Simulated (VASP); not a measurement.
# Be (P6_3/mmc) in VASP: further runs

The runs below take Be through single point, relaxation of cell and atoms, with PBE.

All numbers are computed with VASP 6.6.1; they aren't measurements. Logs are shortened: lines on timing, memory, paths and dates and some standing lists are left out, and cuts for length are marked.

### 1 The cell of the first run

It takes space group P6_3/mmc (No. 194, hexagonal). Conventional cell: a = 2.271 Å, b = 2.271 Å, c = 3.543 Å, α = 90.00°, β = 90.00°, γ = 120.00°. Within 2.9 Å of Be (site symmetry -6m2) lie 12 Be at 2.20 to 2.27 Å.

### 2 Single point, PBE

File INCAR:

```
PREC = Accurate
ENCUT = 520
EDIFF = 1E-7
ISMEAR = 0
SIGMA = 0.1
LREAL = F
LASPH = T
NELM = 80
ALGO = Normal
ISIF = 2
LWAVE = F
LCHARG = T
GGA = PE
LELF = T
LVHAR = T
NBANDS = 9
```

File KPOINTS:

```
Automatic mesh
0
Gamma
  9 9 6
```

File POSCAR:

```
Be
1.0
    2.2713217343      0.0000000000      0.0000000000
   -1.1356608671      1.9670223220      0.0000000000
    0.0000000000      0.0000000000      3.5428083780
Be
2
Direct
    0.3333333333      0.6666666667      0.2500000000
    0.6666666667      0.3333333333      0.7500000000
```

Potentials or basis: VASP PAW PBE potentials, release 64 (Be).

Started as:

```bash
> cat potpaw_PBE.64/Be/POTCAR > POTCAR
> mpirun -np 1 vasp_std > vasp.out
```

OUTCAR:

```text
PREC = Accurate
   ENCUT = 520
   EDIFF = 1E-7
   ISMEAR = 0
   LREAL = F
   LASPH = T
   NELM = 80
   ISIF = 2
   GGA = PE

 ion  position               nearest neighbor table
   1  0.333  0.667  0.250-   2 2.20   2 2.20   2 2.20   2 2.20   2 2.20   2 2.20
   2  0.667  0.333  0.750-   1 2.20   1 2.20   1 2.20   1 2.20   1 2.20   1 2.20

  LATTYP: Found a hexagonal cell.
 ALAT       =     2.2713217343
 C/A-ratio  =     1.5598003244

  Lattice vectors:

 A1 = (   2.2713217343,   0.0000000000,   0.0000000000)
 A2 = (  -1.1356608671,   1.9670223220,   0.0000000000)
 A3 = (   0.0000000000,   0.0000000000,   3.5428083780)

Analysis of symmetry for initial positions (statically):
=====================================================================
 Subroutine PRICEL returns:
 Original cell was already a primitive cell.

 Routine SETGRP: Setting up the symmetry group for a
 hexagonal supercell.

 Subroutine GETGRP returns: Found 24 space group operations
 (whereof 12 operations were pure point group operations)
 out of a pool of 24 trial point group operations.

The static configuration has the point symmetry D_3d.
 The point group associated with its full space group is D_6h.

Analysis of symmetry for dynamics (positions and initial velocities):
=====================================================================
 Subroutine PRICEL returns:
 Original cell was already a primitive cell.

 Routine SETGRP: Setting up the symmetry group for a
 hexagonal supercell.

 Subroutine GETGRP returns: Found 24 space group operations
 (whereof 12 operations were pure point group operations)
 out of a pool of 24 trial point group operations.

The dynamic configuration has the point symmetry D_3d.
 The point group associated with its full space group is D_6h.

 Subroutine INISYM returns: Found 24 space group operations
 (whereof 12 operations are pure point group operations),
 and found     1 'primitive' translations

----------------------------------------------------------------------------------------

                                     Primitive cell

  volume of cell :      15.8283

  direct lattice vectors                    reciprocal lattice vectors
     2.271321734  0.000000000  0.000000000     0.440272281  0.254191320  0.000000000
    -1.135660867  1.967022322  0.000000000     0.000000000  0.508382639  0.000000000
     0.000000000  0.000000000  3.542808378     0.000000000  0.000000000  0.282261950

  length of vectors
     2.271321734  2.271321734  3.542808378     0.508382639  0.508382639  0.282261950

  position of ions in fractional coordinates (direct lattice)
     0.333333333  0.666666667  0.250000000
     0.666666667  0.333333333  0.750000000

  ion indices of the primitive-cell ions
   primitive index   ion index
                 1           1
                 2           2

----------------------------------------------------------------------------------------

 KPOINTS: Automatic mesh

Automatic generation of k-mesh.
 Grid dimensions read from file:
 generate k-points for:    9    9    6

 Generating k-lattice:

  Cartesian coordinates                     Fractional coordinates (reciprocal lattice)
     0.048919142  0.028243480  0.000000000     0.111111111 -0.000000000  0.000000000
     0.000000000  0.056486960  0.000000000     0.000000000  0.111111111  0.000000000
     0.000000000  0.000000000  0.047043658     0.000000000  0.000000000  0.166666667

  Length of vectors
     0.056486960  0.056486960  0.047043658

  Shift w.r.t. Gamma in fractional coordinates (k-lattice)
     0.000000000  0.000000000  0.000000000

 Subroutine IBZKPT returns following result:
 ===========================================

 Found     48 irreducible k-points:

 Following reciprocal coordinates:
            Coordinates               Weight
  0.000000  0.000000  0.000000      1.000000
  0.111111  0.000000  0.000000      6.000000
  0.222222  0.000000  0.000000      6.000000
  0.333333  0.000000  0.000000      6.000000
  0.444444  0.000000  0.000000      6.000000
  0.111111  0.111111  0.000000      6.000000
[... 16 lines left out ...]
  0.333333  0.222222  0.166667     24.000000
  0.333333  0.333333  0.166667      4.000000
 [... further k-points ...]
   k-points           NKPTS =     48   k-points in BZ     NKDIM =     48   number of bands    NBANDS=      9
   number of dos      NEDOS =    301   number of ions     NIONS =      2
   total plane-waves  NPLWV =   9072
   dimension x,y,z NGX =    18 NGY =   18 NGZ =   28
   dimension x,y,z NGXF=    36 NGYF=   36 NGZF=   56
   ions per type =               2
   NGX,Y,Z   is equivalent  to a cutoff of  13.17, 13.17, 13.14 a.u.
   NGXF,Y,Z  is equivalent  to a cutoff of  26.35, 26.35, 26.28 a.u.
 SYSTEM =  unknown system
   PREC   = accura    normal or accurate (medium, high low for compatibility)
   ISTART =      0    job   : 0-new  1-cont  2-samecut
   ICHARG =      2    charge: 1-file 2-atom 10-const
   ISPIN  =      1    spin polarized calculation?
   LNONCOLLINEAR =      F non collinear calculations
   LSORBIT =      F    spin-orbit coupling
   LASPH  =      T    aspherical Exc in radial PAW
   ENCUT  =  520.0 eV  38.22 Ry    6.18 a.u.   4.22  4.22  6.59*2*pi/ulx,y,z
   NELM   =     80;   NELMIN=  2; NELMDL= -5     # of ELM steps
   EDIFF  = 0.1E-06   stopping-criterion for ELM
   LREAL  =      F    real-space projection
   EDIFFG = 0.1E-05   stopping-criterion for IOM
   NSW    =      0    number of steps for IOM
   IBRION =     -1    ionic relax: 0-MD 1-quasi-New 2-CG
   NFREE  =      0    steps in history (QN), initial steepest desc. (CG)
   ISIF   =      2    stress and relaxation
   ISYM   =      2    0-nonsym 1-usesym 2-fastsym
   POTIM  = 0.5000    time-step for ionic-motion
   TEBEG  =    0.0;   TEEND  =   0.0 temperature during run
   PSTRESS=    0.0 pullay stress
   NELECT =       4.0000    total number of electrons
   NUPDOWN=      -1.0000    fix difference up-down
   EMIN   =  10.00;   EMAX   =-10.00  energy-range for DOS
   EFERMI =   0.00;   METHOD = LEGACY
   ISMEAR =     0;   SIGMA  =   0.10  broadening in eV -4-tet -1-fermi 0-gaus
   EFERMI_NEDOS =   21; number of points for ismear=-14 and -15
   IALGO  =     38    algorithm
   IMIX   =      4    mixing-type and parameters
     AMIX     =   0.40;   BMIX     =  1.00
     AMIX_MAG =   1.60;   BMIX_MAG =  1.00
  volume/ion in A,a.u.               =       7.91        53.41
  Fermi-wavevector in a.u.,A,eV,Ry     =   1.035022  1.955908 14.575524  1.071271
  Thomas-Fermi vector in A             =   2.169345
   LORBIT       =      0    0 simple, 1 ext, 2 COOP (PROOUT), +10 PAW based schemes
   GGA     = PE    functional components
   LHFCALC =     F    Hartree Fock is set to
   AEXX    =    0.0000 exact exchange contribution
   IVDW    =     0    specifies the selected vdW correction
   LEPSILON=     F    determine dielectric tensor
   LRPA    =     F    only Hartree local field effects (RPA)
 non-spin polarized calculation
 Gauss-broadening in eV      SIGMA  =   0.10
  energy-cutoff  :      520.00
  volume of cell :       15.83
 maximum number of plane-waves:       446
 NGX is ok and might be reduce to    18
   NGX =  9   NGY =  9   NGZ = 13

 number of electron       4.0000000 magnetization

 Free energy of the ion-electron system (eV)
  ---------------------------------------------------
  ext. energy  EPLUGINS =         0.00000000
  ---------------------------------------------------
  free energy    TOTEN  =        -7.55124625 eV

  energy without entropy =       -7.55059449  energy(sigma->0) =       -7.55092037

 E-fermi :   6.7390     XC(G=0): -10.6018

 val. band max:        6.5260942089   @ k =   0.3333   0.1111   0.0000
 cond. band min:       6.7689274569   @ k =   0.3333   0.0000   0.0000
 fundamental gap:      0.2428332480
 Fermi energy:         6.7389766944

 k-point     1 :       0.0000    0.0000    0.0000
  band No.  band energies     occupation
      1      -4.3286      2.00000
      2       2.6682      2.00000
      3       8.2881      0.00000
      4      22.8087      0.00000
      5      22.8087      0.00000
      6      25.7052      0.00000
      7      25.7052      0.00000
      8      28.1203      0.00000
      9      33.9728      0.00000

 k-point     2 :       0.1111    0.0000    0.0000
  band No.  band energies     occupation
      1      -3.9757      2.00000
      2       3.1296      2.00000
      3       8.3817      0.00000
      4      20.2956      0.00000
      5      21.1438      0.00000
      6      25.6931      0.00000
      7      26.3365      0.00000
      8      27.2958      0.00000
      9      30.3899      0.00000

 k-point     3 :       0.2222    0.0000    0.0000
  band No.  band energies     occupation
      1      -2.9157      2.00000
      2       4.5070      2.00000
      3       8.4936      0.00000
      4      15.9797      0.00000
      5      18.8877      0.00000
      6      24.0549      0.00000
      7      24.4256      0.00000
      8      25.7895      0.00000
      9      26.9303      0.00000

 k-point     4 :       0.3333    0.0000    0.0000
  band No.  band energies     occupation
      1      -1.1573      2.00000
      2       6.7689      0.67188
      3       7.5100      0.00000
      4      13.3583      0.00000
      5      17.2312      0.00000
      6      19.2015      0.00000
      7      20.7007      0.00000
      8      24.7274      0.00000
      9      26.5132      0.00000
[... 205 lines left out ...]
 k-point    22 :       0.2222    0.2222    0.1667
  band No.  band energies     occupation
      1       0.1655      2.00000
      2       5.7673      2.00000
      3      10.5574      0.00000
      4      10.6702      0.00000
      5      14.4783      0.00000
      6      18.1511      0.00000
      7      20.5798      0.00000
      8      23.3312      0.00000
      9      26.1023      0.00000

 k-point    23 :       0.3333    0.2222    0.1667
  band No.  band energies     occupation
      1       2.5742      2.00000
      2       5.7711      2.00000
      3       8.5444      0.00000
      4      11.2456      0.00000
      5      13.0449      0.00000
      6      15.9360      0.00000
      7      20.5107      0.00000
      8      21.7993      0.00000
      9      24.2525      0.00000

 k-point    24 :       0.3333    0.3333    0.1667
  band No.  band energies     occupation
      1       4.8154      2.00000
      2       5.9274      2.00000
      3       5.9274      2.00000
      4      12.1348      0.00000
      5      13.5829      0.00000
      6      13.5829      0.00000
      7      21.6035      0.00000
      8      21.6035      0.00000
      9      21.6666      0.00000

 [... further k-points ...]

------------------------ aborting loop because EDIFF is reached ----------------------------------------

  FORCE on cell =-STRESS in cart. coord.  units (eV):
  Direction    XX          YY          ZZ          XY          YZ          ZX
  --------------------------------------------------------------------------------------
  -------------------------------------------------------------------------------------
  Total        0.0138424      0.0138424      0.0051568      0.0000000      0.0000000      0.0000000
  in kB        1.4011545      1.4011545      0.5219805      0.0000000      0.0000000      0.0000000
  external PRESSURE =       1.1080965 kB  Pullay stress =       0.0000000 kB

 VOLUME and BASIS-vectors are now :
 -----------------------------------------------------------------------------
  energy-cutoff  :      520.00
  volume of cell :       15.83
      direct lattice vectors                 reciprocal lattice vectors
     2.271321734  0.000000000  0.000000000     0.440272281  0.254191320  0.000000000
    -1.135660867  1.967022322  0.000000000     0.000000000  0.508382639  0.000000000
     0.000000000  0.000000000  3.542808378     0.000000000  0.000000000  0.282261950

 POSITION                                       TOTAL-FORCE (eV/Angst)
 -----------------------------------------------------------------------------------
     -0.00000      1.31135      0.88570         0.000000     -0.000000      0.000000
      1.13566      0.65567      2.65711        -0.000000      0.000000      0.000000
 -----------------------------------------------------------------------------------
    total drift:                                0.000000     -0.000000      0.000000

  FREE ENERGIE OF THE ION-ELECTRON SYSTEM (eV)
  ---------------------------------------------------
  free  energy   TOTEN  =        -7.5512462514 eV

  energy  without entropy=       -7.5505944929  energy(sigma->0) =       -7.55092037
```

Wall time 3.9 s (1 thread of Intel Xeon 6975P-C (Granite Rapids), shared host); peak memory 0.12 GiB.

What came out:

- Free energy: -7.5512 eV
- Pressure: 0.1 GPa
- Band gap on the k mesh: zero (bands 2 and 3 overlap by 2.24 eV)

### 3 Relaxation of cell and atoms, PBE

This run uses another cell than the first one, of 10.74 Å³/atom.

File INCAR:

```
SYSTEM = Be
ALGO = Fast
EDIFF = 1E-6
EDIFFG = -0.05
ENCUT = 600
GGA = PE
IBRION = 2
ISIF = 3
ISMEAR = 0
LASPH = .True.
LCHARG = .False.
LREAL = .False.
LWAVE = .False.
NELM = 80
NSW = 80
PREC = Accurate
SIGMA = 0.1
```

File KPOINTS:

```
k-points
0
Gamma
  9 9 6
  0 0 0
```

File POSCAR:

```
Be
1.0
    2.4921102413      0.0000000000      0.0000000000
   -1.2460551206      2.1582307780      0.0000000000
    0.0000000000      0.0000000000      3.9938522362
Be
2
Direct
    0.3333333333      0.6666666667      0.2500000000
    0.6666666667      0.3333333333      0.7500000000
```

Potentials or basis: VASP PAW PBE potentials, release 64 (Be).

Started as:

```bash
> cat potpaw_PBE.64/Be/POTCAR > POTCAR
> mpirun -np 1 vasp_std > vasp.out
```

OUTCAR:

```text
SYSTEM = Be
   EDIFF = 1E-6
   EDIFFG = -0.05
   ENCUT = 600
   GGA = PE
   IBRION = 2
   ISIF = 3
   ISMEAR = 0
   LASPH = .True.
   LREAL = .False.
   NELM = 80
   NSW = 80
   PREC = Accurate

 ion  position               nearest neighbor table
   1  0.333  0.667  0.250-
   2  0.667  0.333  0.750-

  LATTYP: Found a hexagonal cell.
 ALAT       =     2.4921102413
 C/A-ratio  =     1.6025985408

  Lattice vectors:

 A1 = (   2.4921102413,   0.0000000000,   0.0000000000)
 A2 = (  -1.2460551206,   2.1582307780,   0.0000000000)
 A3 = (   0.0000000000,   0.0000000000,   3.9938522362)

Analysis of symmetry for initial positions (statically):
=====================================================================
 Subroutine PRICEL returns:
 Original cell was already a primitive cell.

 Routine SETGRP: Setting up the symmetry group for a
 hexagonal supercell.

 Subroutine GETGRP returns: Found 24 space group operations
 (whereof 12 operations were pure point group operations)
 out of a pool of 24 trial point group operations.

The static configuration has the point symmetry D_3d.
 The point group associated with its full space group is D_6h.

Analysis of symmetry for dynamics (positions and initial velocities):
=====================================================================
[... 143 lines left out ...]
 non-spin polarized calculation
 RMM-DIIS sequential band-by-band and
 Gauss-broadening in eV      SIGMA  =   0.10
  energy-cutoff  :      600.00
  volume of cell :       21.48
 maximum number of plane-waves:       732
 NGX is ok and might be reduce to    20
   NGX =  9   NGY =  9   NGZ = 15

--------------------------------------- Ionic step        1  -------------------------------------------

 number of electron       4.0000000 magnetization

 Free energy of the ion-electron system (eV)
  ---------------------------------------------------
  ext. energy  EPLUGINS =         0.00000000
  ---------------------------------------------------
  free energy    TOTEN  =        -7.04130729 eV

  energy without entropy =       -7.04018287  energy(sigma->0) =       -7.04074508

 E-fermi :   4.5550     XC(G=0):  -9.6426

 val. band max:        4.4462030719   @ k =   0.3333   0.1111   0.0000
 cond. band min:       4.5627676901   @ k =   0.3333  -0.0000   0.0000
 fundamental gap:      0.1165646182
 Fermi energy:         4.5549834349

 k-point     1 :       0.0000    0.0000    0.0000
  band No.  band energies     occupation
      1      -4.9574      2.00000
      2       1.1894      2.00000
      3       4.7299      0.01340
      4      17.5582      0.00000
      5      17.5582      0.00000
      6      19.7435      0.00000
[... 350 lines left out ...]
--------------------------------------- Ionic step        5  -------------------------------------------

 number of electron       4.0000000 magnetization

 Free energy of the ion-electron system (eV)
  ---------------------------------------------------
  ext. energy  EPLUGINS =         0.00000000
  ---------------------------------------------------
  free energy    TOTEN  =        -7.55174105 eV

  energy without entropy =       -7.55109661  energy(sigma->0) =       -7.55141883

 E-fermi :   6.7440     XC(G=0): -10.6002

 val. band max:        6.5183034816   @ k =   0.3333   0.1111   0.0000
 cond. band min:       6.7741568882   @ k =   0.3333  -0.0000   0.0000
 fundamental gap:      0.2558534066
 Fermi energy:         6.7439749125

 k-point     1 :       0.0000    0.0000    0.0000
  band No.  band energies     occupation
      1      -4.3300      2.00000
      2       2.6791      2.00000
      3       8.3067      0.00000
      4      22.7705      0.00000
      5      22.7705      0.00000
      6      25.6737      0.00000
[... 236 lines left out ...]
  FREE ENERGIE OF THE ION-ELECTRON SYSTEM (eV)
  ---------------------------------------------------
  free  energy   TOTEN  =        -7.5517410520 eV

  energy  without entropy=       -7.5510966131  energy(sigma->0) =       -7.55141883

 reached required accuracy - stopping structural energy minimisation
```

OSZICAR:

```text
N       E                     dE             d eps       ncg     rms          rms(c)
DAV:   1    -0.222690223225E+01   -0.22269E+01   -0.18185E+03   576   0.594E+02
DAV:   2    -0.701496723714E+01   -0.47881E+01   -0.45012E+01   864   0.611E+01
DAV:   3    -0.706417481425E+01   -0.49208E-01   -0.49202E-01   756   0.532E+00
DAV:   4    -0.706422279936E+01   -0.47985E-04   -0.47985E-04   900   0.184E-01
[... 28 lines left out ...]
       N       E                     dE             d eps       ncg     rms          rms(c)
DAV:   1    -0.755177716072E+01   -0.22195E-02   -0.22733E-02   708   0.106E+00    0.572E-02
RMM:   2    -0.755175707602E+01    0.20085E-04   -0.10023E-04   575   0.102E-01    0.347E-02
RMM:   3    -0.755174097806E+01    0.16098E-04   -0.81175E-06   576   0.312E-02    0.114E-03
RMM:   4    -0.755174105203E+01   -0.73973E-07   -0.50633E-07   432   0.101E-02
   5 F= -.75517411E+01 E0= -.75514188E+01  d E =-.218358E-02
```

Wall time 7.8 s (1 thread of Intel Xeon 6975P-C (Granite Rapids), shared host); peak memory 0.13 GiB.

Results:

```yaml
Free_energy: -7.5517 eV
Relaxed_volume: 7.92 Å³/atom
Relaxed_cell: a = 2.273 Å, b = 2.273 Å, c = 3.540 Å, α = 90.00°, β = 90.00°, γ = 120.00°
Space_group_after_relaxing_to_0.1_Å: P6_3/mmc (No. 194)
Energy_gained_by_relaxing: 255.2 meV/atom
Ionic_steps: 5
Pressure_after_relaxing: 0.0 GPa
Band_gap_on_the_k_mesh: zero (bands 2 and 3 overlap by 2.25 eV)
```

The path:
| step | energy change (eV) | largest force (eV/Å) | pressure (GPa) | volume (Å³) |
| --- | --- | --- | --- | --- |
| 1 | 0.0000 | 0.0000 | -22.73 | 21.48 |
| 2 | -0.4770 | 0.0000 | -8.17 | 17.08 |
| 3 | -0.5077 | 0.0000 | -1.53 | 16.06 |
| 4 | -0.5083 | 0.0000 | -0.34 | 15.91 |
| 5 | -0.5104 | 0.0000 | 0.04 | 15.84 |

Final structure:
```cif
data_structure
_symmetry_space_group_name_H-M 'P 1'
_symmetry_Int_Tables_number 1
_cell_length_a 2.2727
_cell_length_b 2.2727
_cell_length_c 3.5400
_cell_angle_alpha 90.000
_cell_angle_beta 90.000
_cell_angle_gamma 120.000
_cell_volume 15.84
loop_
_atom_site_label
_atom_site_type_symbol
_atom_site_fract_x
_atom_site_fract_y
_atom_site_fract_z
_atom_site_occupancy
Be1 Be 0.33333 0.66667 0.25000 1
Be2 Be 0.66667 0.33333 0.75000 1
```

Levels at points of the mesh, in eV from the Fermi level:
| k point | band 1 | band 2 | band 3 | band 4 | band 5 | band 6 |
| --- | --- | --- | --- | --- | --- | --- |
| (0.00, 0.00, 0.00) | -11.07 | -4.06 | 1.56 | 16.03 | 16.03 | 18.93 |
| (0.00, 0.00, 0.50) | -8.88 | -8.88 | 11.29 | 11.29 | 17.72 | 17.72 |

Caveat: the volume moved by over 15 % at a fixed basis, so the end points are rough.

[end of part 1 of 2]

The gap in the log of VASP goes by the Fermi energy; the results here count the filled bands.